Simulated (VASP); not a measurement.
# Zr2B3 (P-3m1) in VASP: a series of runs, part 2 of 2

VASP 6.6.1. Earlier steps stand in the parts before.

## Step 4: Single point, PBE, collinear spin

This run uses another cell than the first one, of 13.57 Å³/atom.

INCAR reads:

```
PREC = Accurate
ENCUT = 520
EDIFF = 1E-6
ISMEAR = 0
SIGMA = 0.1
LREAL = F
LASPH = T
NELM = 150
ALGO = Normal
ISIF = 2
LWAVE = F
LCHARG = F
ISPIN = 2
MAGMOM = 1 1 0 0 0
LORBIT = 11
LMAXMIX = 4
GGA = PE
NBANDS = 28
```

KPOINTS reads:

```
Automatic mesh
0
Gamma
  6 6 4
```

POSCAR reads:

```
Zr2B3
1.0
    3.9690020238      0.0000000000      0.0000000000
   -1.9845010119      3.4372565803      0.0000000000
    0.0000000000      0.0000000000      4.9719057153
Zr B
2 3
Direct
    0.6666666667      0.3333333333      0.2480783784
    0.3333333333      0.6666666667      0.7519216216
    0.6666666667      0.3333333333      0.7380278129
    0.3333333333      0.6666666667      0.2619721871
    0.0000000000      0.0000000000      0.0000000000
```

Potentials or basis: VASP PAW PBE potentials, release 64 (Zr_sv, B).

Run with:

```
$ cat potpaw_PBE.64/Zr_sv/POTCAR potpaw_PBE.64/B/POTCAR > POTCAR
$ mpirun -np 1 vasp_std > vasp.out
```

OUTCAR:

```text
PREC = Accurate
   ENCUT = 520
   EDIFF = 1E-6
   ISMEAR = 0
   LREAL = F
   LASPH = T
   NELM = 150
   ISIF = 2
   ISPIN = 2
   LORBIT = 11
   GGA = PE

 ion  position               nearest neighbor table
   1  0.667  0.333  0.248-   4 2.29   4 2.29   4 2.29   3 2.44   3 2.54   5 2.60   5 2.60   5 2.60
                             2 3.37   2 3.37   2 3.37   2 3.40   2 3.40   2 3.40
   2  0.333  0.667  0.752-   3 2.29   3 2.29   3 2.29   4 2.44   4 2.54   5 2.60   5 2.60   5 2.60
                             1 3.37   1 3.37   1 3.37   1 3.40   1 3.40   1 3.40
   3  0.667  0.333  0.738-   2 2.29   2 2.29   2 2.29   1 2.44   1 2.54
   4  0.333  0.667  0.262-   1 2.29   1 2.29   1 2.29   2 2.44   2 2.54
   5  0.000  0.000  0.000-   1 2.60   2 2.60   1 2.60   2 2.60   1 2.60   2 2.60

  LATTYP: Found a hexagonal cell.
 ALAT       =     3.9690020238
 C/A-ratio  =     1.2526840968

  Lattice vectors:

 A1 = (   3.9690020238,   0.0000000000,   0.0000000000)
 A2 = (  -1.9845010119,   3.4372565803,   0.0000000000)
 A3 = (   0.0000000000,   0.0000000000,   4.9719057153)

Analysis of symmetry for initial positions (statically):
=====================================================================
 Subroutine PRICEL returns:
 Original cell was already a primitive cell.

 Routine SETGRP: Setting up the symmetry group for a
 hexagonal supercell.

 Subroutine GETGRP returns: Found 12 space group operations
 (whereof 12 operations were pure point group operations)
 out of a pool of 24 trial point group operations.

The static configuration has the point symmetry D_3d.

Analysis of symmetry for dynamics (positions and initial velocities):
=====================================================================
 Subroutine PRICEL returns:
 Original cell was already a primitive cell.

 Routine SETGRP: Setting up the symmetry group for a
 hexagonal supercell.

 Subroutine GETGRP returns: Found 12 space group operations
 (whereof 12 operations were pure point group operations)
 out of a pool of 24 trial point group operations.

The dynamic configuration has the point symmetry D_3d.

Analysis of structural, dynamic, and magnetic symmetry:
=====================================================================
 Subroutine PRICEL returns:
 Original cell was already a primitive cell.

 Routine SETGRP: Setting up the symmetry group for a
 hexagonal supercell.

 Subroutine GETGRP returns: Found 12 space group operations
 (whereof 12 operations were pure point group operations)
 out of a pool of 24 trial point group operations.

The overall configuration has the point symmetry D_3d.

 Subroutine INISYM returns: Found 12 space group operations
 (whereof 12 operations are pure point group operations),
 and found     1 'primitive' translations

----------------------------------------------------------------------------------------

                                     Primitive cell

  volume of cell :      67.8291

  direct lattice vectors                    reciprocal lattice vectors
     3.969002024  0.000000000  0.000000000     0.251952504  0.145464846  0.000000000
    -1.984501012  3.437256580  0.000000000     0.000000000  0.290929693  0.000000000
     0.000000000  0.000000000  4.971905715     0.000000000  0.000000000  0.201130121

  length of vectors
     3.969002024  3.969002024  4.971905715     0.290929693  0.290929693  0.201130121

[... 90 lines left out ...]
   NFREE  =      0    steps in history (QN), initial steepest desc. (CG)
   ISIF   =      2    stress and relaxation
   ISYM   =      2    0-nonsym 1-usesym 2-fastsym
   POTIM  = 0.5000    time-step for ionic-motion
   TEBEG  =    0.0;   TEEND  =   0.0 temperature during run
   PSTRESS=    0.0 pullay stress
   NELECT =      33.0000    total number of electrons
   NUPDOWN=      -1.0000    fix difference up-down
   EMIN   =  10.00;   EMAX   =-10.00  energy-range for DOS
   EFERMI =   0.00;   METHOD = LEGACY
   ISMEAR =     0;   SIGMA  =   0.10  broadening in eV -4-tet -1-fermi 0-gaus
   EFERMI_NEDOS =   21; number of points for ismear=-14 and -15
   IALGO  =     38    algorithm
   IMIX   =      4    mixing-type and parameters
     AMIX     =   0.40;   BMIX     =  1.00
     AMIX_MAG =   1.60;   BMIX_MAG =  1.00
  volume/ion in A,a.u.               =      13.57        91.55
  Fermi-wavevector in a.u.,A,eV,Ry     =   1.287580  2.433173 22.556572  1.657861
  Thomas-Fermi vector in A             =   2.419585
   LORBIT       =     11    0 simple, 1 ext, 2 COOP (PROOUT), +10 PAW based schemes
   GGA     = PE    functional components
   LHFCALC =     F    Hartree Fock is set to
   AEXX    =    0.0000 exact exchange contribution
   IVDW    =     0    specifies the selected vdW correction
   LEPSILON=     F    determine dielectric tensor
   LRPA    =     F    only Hartree local field effects (RPA)
 spin polarized calculation
 Gauss-broadening in eV      SIGMA  =   0.10
  energy-cutoff  :      520.00
  volume of cell :       67.83
 maximum number of plane-waves:      1848
 NGX is ok and might be reduce to    30
   NGX = 15   NGY = 15   NGZ = 19

 number of electron      32.9999999 magnetization      -0.0002188

 number of electron      32.9999999 magnetization       0.0000536

 Free energy of the ion-electron system (eV)
  ---------------------------------------------------
  ext. energy  EPLUGINS =         0.00000000
  ---------------------------------------------------
  free energy    TOTEN  =       -36.17826787 eV

  energy without entropy =      -36.17028365  energy(sigma->0) =      -36.17427576

 E-fermi :   8.0521     XC(G=0): -11.3530

 val. band max:        8.0440079138   @ k =   0.0000   0.0000   0.2500
 cond. band min:       8.1040076091   @ k =   0.1667  -0.0000   0.2500
 fundamental gap:      0.0599996952
 Fermi energy:         8.0521455010

 spin component 1

 k-point     1 :       0.0000    0.0000    0.0000
  band No.  band energies     occupation
      1     -40.3517      1.00000
      2     -40.2680      1.00000
      3     -18.6692      1.00000
      4     -18.5377      1.00000
      5     -18.5377      1.00000
      6     -18.3757      1.00000
[... 733 lines left out ...]
     27      14.4983      0.00000
     28      16.0899      0.00000
 Fermi energy:         8.0521455010

 spin component 2

 k-point     1 :       0.0000    0.0000    0.0000
  band No.  band energies     occupation
      1     -40.3517      1.00000
      2     -40.2680      1.00000
      3     -18.6692      1.00000
      4     -18.5377      1.00000
      5     -18.5377      1.00000
      6     -18.3758      1.00000
[... 733 lines left out ...]
     27      14.4983      0.00000
     28      16.0900      0.00000

------------------------ aborting loop because EDIFF is reached ----------------------------------------

  FORCE on cell =-STRESS in cart. coord.  units (eV):
  Direction    XX          YY          ZZ          XY          YZ          ZX
  --------------------------------------------------------------------------------------
  -------------------------------------------------------------------------------------
  Total        0.1586033      0.1586033      0.1667322     -0.0000000      0.0000000      0.0000000
  in kB        3.7463353      3.7463353      3.9383473     -0.0000000      0.0000000      0.0000000
  external PRESSURE =       3.8103393 kB  Pullay stress =       0.0000000 kB

 VOLUME and BASIS-vectors are now :
 -----------------------------------------------------------------------------
  energy-cutoff  :      520.00
  volume of cell :       67.83
      direct lattice vectors                 reciprocal lattice vectors
     3.969002024  0.000000000  0.000000000     0.251952504  0.145464846  0.000000000
    -1.984501012  3.437256580  0.000000000     0.000000000  0.290929693  0.000000000
     0.000000000  0.000000000  4.971905715     0.000000000  0.000000000  0.201130121

 POSITION                                       TOTAL-FORCE (eV/Angst)
 -----------------------------------------------------------------------------------
      1.98450      1.14575      1.23342         0.000000     -0.000000      0.001461
     -0.00000      2.29150      3.73848         0.000000      0.000000     -0.001461
      1.98450      1.14575      3.66940        -0.000000     -0.000000      0.002123
     -0.00000      2.29150      1.30250        -0.000000      0.000000     -0.002123
      0.00000      0.00000      0.00000        -0.000000      0.000000      0.000000
 -----------------------------------------------------------------------------------
    total drift:                               -0.000000      0.000000      0.000000

  FREE ENERGIE OF THE ION-ELECTRON SYSTEM (eV)
  ---------------------------------------------------
  free  energy   TOTEN  =       -36.1782678663 eV

  energy  without entropy=      -36.1702836492  energy(sigma->0) =      -36.17427576

 total charge

# of ion       s       p       d       tot
------------------------------------------
    1        2.175   6.014   1.772   9.961
    2        2.175   6.014   1.772   9.961
    3        0.769   1.027   0.000   1.796
    4        0.769   1.027   0.000   1.796
    5        0.684   0.847   0.000   1.531
--------------------------------------------------
tot          6.572  14.928   3.543  25.043

 magnetization (x)

# of ion       s       p       d       tot
------------------------------------------
    1        0.000  -0.000   0.000   0.000
    2        0.000  -0.000   0.000   0.000
    3       -0.000  -0.000   0.000  -0.000
    4       -0.000  -0.000   0.000  -0.000
    5        0.000   0.000   0.000   0.000
--------------------------------------------------
tot          0.000  -0.000   0.000   0.000
```

OSZICAR:

```text
N       E                     dE             d eps       ncg     rms          rms(c)
DAV:   1     0.246221513734E+03    0.24622E+03   -0.16690E+04  2688   0.114E+03
DAV:   2    -0.198625899720E+02   -0.26608E+03   -0.25408E+03  3108   0.326E+02
DAV:   3    -0.389592664804E+02   -0.19097E+02   -0.18780E+02  4888   0.653E+01
DAV:   4    -0.394455155556E+02   -0.48625E+00   -0.48461E+00  3408   0.105E+01
DAV:   5    -0.394608244849E+02   -0.15309E-01   -0.15303E-01  4012   0.124E+00    0.289E+01
DAV:   6    -0.361606356662E+02    0.33002E+01   -0.94896E+00  3180   0.151E+01    0.106E+01
DAV:   7    -0.361711331678E+02   -0.10498E-01   -0.11449E+00  4416   0.489E+00    0.528E+00
DAV:   8    -0.361761418289E+02   -0.50087E-02   -0.48318E-02  3264   0.140E+00    0.278E+00
DAV:   9    -0.361771169811E+02   -0.97515E-03   -0.13846E-02  3532   0.804E-01    0.871E-01
DAV:  10    -0.361782129542E+02   -0.10960E-02   -0.27754E-03  3360   0.374E-01    0.933E-02
DAV:  11    -0.361782396372E+02   -0.26683E-04   -0.30599E-04  3468   0.106E-01    0.570E-02
DAV:  12    -0.361782616866E+02   -0.22049E-04   -0.45114E-05  3184   0.467E-02    0.262E-02
DAV:  13    -0.361782680220E+02   -0.63354E-05   -0.10184E-05  3256   0.230E-02    0.664E-03
DAV:  14    -0.361782678663E+02    0.15565E-06   -0.71686E-07  1932   0.531E-03
   1 F= -.36178268E+02 E0= -.36174276E+02  d E =-.798422E-02  mag=    -0.0003
```

Wall time 3.2 min (1 thread of Intel Xeon 8259CL, shared host); peak memory 0.24 GiB.

What came out:

| Item | Value |
| --- | --- |
| Free energy | -36.1783 eV |
| Pressure | 0.4 GPa |
| Net moment | 0.00 μB per cell |
| Valence electrons inside the program's atomic spheres | Zr 9.96; B 1.80, 1.53 (each value once) |

Forces on the atoms (eV/Å):
```
Zr   0.000  0.000  0.001
Zr   0.000  0.000 -0.001
B    0.000  0.000  0.002
B    0.000  0.000 -0.002
B    0.000  0.000  0.000
```

Levels at points of the mesh, in eV from the Fermi level:
Spin up:
```csv
k point,band 12,band 13,band 14,band 15,band 16,band 17,band 18,band 19,band 20,band 21
"(0.00, 0.00, 0.00)",-3.76,-3.72,-2.35,-2.35,0.18,0.37,0.37,1.09,1.48,1.48
"(0.50, 0.00, 0.00)",-2.74,-2.60,-2.44,-2.35,-0.70,0.18,0.62,0.96,1.47,2.80
"(0.00, 0.00, 0.50)",-4.04,-3.12,-2.78,-2.78,-2.69,-0.16,1.55,2.48,2.48,2.66
"(0.50, 0.00, 0.50)",-4.24,-2.96,-2.76,-2.75,-1.23,0.38,0.52,0.64,2.42,2.59
```
Spin down:
```
           k point  band 14  band 15  band 16  band 17  band 18  band 19
(0.00, 0.00, 0.00)    -2.35    -2.35     0.18     0.37     0.37     1.09
(0.50, 0.00, 0.00)    -2.44    -2.35    -0.70     0.18     0.62     0.96
(0.00, 0.00, 0.50)    -2.78    -2.78    -2.69    -0.16     1.55     2.48
(0.50, 0.00, 0.50)    -2.76    -2.75    -1.23     0.38     0.52     0.64
```

## Step 5: The runs side by side

| task | spin | cell | k mesh | cutoff (eV) | gap on the mesh (eV) | pressure (GPa) |
| --- | --- | --- | --- | --- | --- | --- |
| relaxation of cell and atoms | off | relaxed from a = 3.695, b = 3.695, c = 4.595 Å, angles 90.0, 90.0, 120.0°, 5 atoms, atomic positions A | 6 × 6 × 4 | 600 | none | 0.2 |
| single point | off | a = 3.972, b = 3.972, c = 4.970 Å, angles 90.0, 90.0, 120.0°, 5 atoms, atomic positions B | 12 × 12 × 8 | 520 | none | 0.1 |
| single point | collinear | a = 3.969, b = 3.969, c = 4.972 Å, angles 90.0, 90.0, 120.0°, 5 atoms, atomic positions C | 6 × 6 × 4 | 520 | none | 0.4 |

Alike in all rows: level PBE; potentials or basis VASP PAW PBE potentials, release 64 (Zr_sv, B); smearing gaussian 0.1 eV.

Caveats: the volume moved by over 15 % at a fixed basis, so the end points are rough (at least some runs).

Total energies depend on the potentials used, so only differences within one code and one set of settings carry meaning.

The gap in the log of VASP goes by the Fermi energy; the results here count the filled bands.